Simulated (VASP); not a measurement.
Here is a VASP 6.6.1 calculation.

File POSCAR:

```
RePt2
1.0
    0.0000000000      0.0000000000      3.9077452200
    2.7429078200      0.0000000000      0.0000000000
    1.3714539100      4.1113671800     -1.9538721100
Re Pt
1 2
Direct
    0.0000000000      0.0000000000      0.0000000000
    0.3530000000      0.6470000000      0.7060000000
    0.6470000000      0.3530000000      0.2940000000
```

INCAR.step1

```
PREC = Accurate
ENCUT = 520
ISMEAR = 0
SIGMA = 0.0901
LREAL = False
LASPH = True
NELM = 100
NBANDS = 20
GGA = PE
ALGO = Normal
EDIFF = 1E-4
LWAVE = True
LCHARG = False
```

File INCAR.step2:

```
PREC = Accurate
ENCUT = 520
EDIFF = 1E-6
ISMEAR = 0
SIGMA = 0.0901
LREAL = False
LASPH = True
NELM = 100
ALGO = Normal
ISIF = 2
LWAVE = False
LCHARG = False
METAGGA = R2SCAN
LMIXTAU = True
NBANDS = 20
ISTART = 1
```

The input KPOINTS:

```
Automatic mesh
0
Gamma
  7 7 7
```

Potentials or basis: VASP PAW PBE potentials, release 64 (Re, Pt).

Command:

```sh
$ cat potpaw_PBE.64/Re/POTCAR potpaw_PBE.64/Pt/POTCAR > POTCAR
$ cp INCAR.step1 INCAR
$ mpirun -np 1 vasp_std > vasp.out
$ cp INCAR.step2 INCAR
$ mpirun -np 1 vasp_std > vasp.out
```

Estimate the largest force.

4.739 eV/Å.

Predict the band gap on the k mesh.

zero (an odd number of electrons rules out a gap without spin polarisation).

What does it give for the pressure?

14.7 GPa.

Stress tensor (GPa, compression positive):
```
 9.51  0.00  0.00
 0.00 26.62  0.00
 0.00  0.00  7.89
```

Caveat: the stress differs along the axes, from 8 to 27 GPa; the PAW data sets were made with another functional, which shifts forces and pressure a little; spin-orbit coupling is left out, which moves the levels of the heavy elements.
